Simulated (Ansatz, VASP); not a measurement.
## GaSb: VASP beside Ansatz

The input INCAR:

```
PREC = Accurate ; ENCUT = 520
EDIFF = 1E-6 ; ISMEAR = 0
SIGMA = 0.15 ; LREAL = F
LASPH = T ; NELM = 80
ALGO = Normal ; ISIF = 2
LWAVE = F ; LCHARG = F
GGA = PE ; NBANDS = 16
```

File KPOINTS:

```
Automatic mesh
0
Gamma
  16 16 16
```

File POSCAR:

```
GaSb
1.0
   -1.5255182931      2.4650302298      3.1712435421
    1.5255182931     -2.4650302298      3.1712435421
    1.5255182931      2.4650302298     -3.1712435421
Ga Sb
1 1
Direct
    0.0000000000      0.0000000000      0.0000000000
    0.5000000000      0.5000000000      0.0000000000
```

Input for Ansatz:

```yaml
crystal:
  lattice:
    - [-1.5255182931, 2.4650302298, 3.1712435421]
    - [1.5255182931, -2.4650302298, 3.1712435421]
    - [1.5255182931, 2.4650302298, -3.1712435421]
  atoms:
    - { symbol: Ga, position: [0.0, 0.0, 0.0] }
    - { symbol: Sb, position: [0.5, 0.5, 0.0] }
basis:
  ecutwfc: 420
kpoints:
  mp_grid: { grid: [16, 16, 16] }
hamiltonian:
  xc: pbe
  pseudopotentials: { kind: paw, azcp: { folder: soft_1 } }
scf:
  occupations: { method: gaussian, width: 0.15 }
output:
  forces: true
  stress: true
  eigenvalues: true
```

Change from the starting cell: strain +e along x and -e along y +0.0000, strain +e along z and -e/2 along x and y +0.1000.

Alike in both runs: task single point; functional PBE; k mesh 16 × 16 × 16; occupations gaussian, width 0.15 eV; no spin polarisation.

|  | VASP | Ansatz |
| --- | --- | --- |
| version | VASP 6.6.1 | Ansatz 0.2.0 |
| potentials or method | VASP PAW PBE potentials, release 64 (Ga_d, Sb), cutoff 520 eV | scalar-relativistic, plane waves, PAW |
| valence electrons in the cell | 18 | 28 |

|  | VASP | Ansatz | Ansatz less VASP |
| --- | --- | --- | --- |
| gap on the k mesh at the Fermi level (eV) | none | none | - |
| pressure (GPa) | 3.1 | 3.1 | -0.01 |
| traceless stress, the component that is largest in VASP (GPa) | -9.93 | -9.90 | +0.033 |

A gap of «none» marks a metal or a gap that the smearing closes. VASP's potentials hold 18 valence electrons a cell and Ansatz's 28, so a difference there can come from the potentials and not from the codes.

Neither program's run includes spin-orbit coupling.
